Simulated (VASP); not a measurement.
HfO2, 3 atoms in the cell. Symmetry: Fm-3m, No. 225, cubic system. Conventional cell: a = 5.115 Å, b = 5.115 Å, c = 5.115 Å, α = 90.00°, β = 90.00°, γ = 90.00°. Hf (site symmetry m-3m) has 8 O at 2.21 Å within 2.9 Å. O (site symmetry -43m) has 4 Hf at 2.21 Å and 6 O at 2.56 Å within 2.9 Å. 

| Property | Result |
| --- | --- |
| Program | VASP 6.6.1 |
| Task | relaxation of cell and atoms |
| Functional | LDA |
| Potentials or basis | VASP PAW LDA potentials, release 64 (Hf_pv, O) |
| Cutoff | 600 eV |
| k mesh | 8 × 8 × 8 |
| Occupations | gaussian, width 0.01 eV |
| Spin | no spin polarisation |
| Dipole correction | no |
| Further INCAR settings | ALGO = Normal; EDIFF = 1e-07; IBRION = 2; EDIFFG = -0.003; NSW = 100; ISIF = 3 |

Potentials or basis: VASP PAW LDA potentials, release 64 (Hf_pv, O).

Run with:

```sh
$ cat potpaw_LDA.64/Hf_pv/POTCAR potpaw_LDA.64/O/POTCAR > POTCAR
$ mpirun -np 1 vasp_std > vasp.out
```

Hardware: 1 thread of Intel Xeon 8259CL, with other jobs on the host.

Problem. How long does it take, and how much memory?

Solution. Run time: 76 s on 1 thread of Intel Xeon 8259CL, on a shared host, peak memory 0.17 GiB. Counts: scf iterations 60, k points 29, ion steps 7.
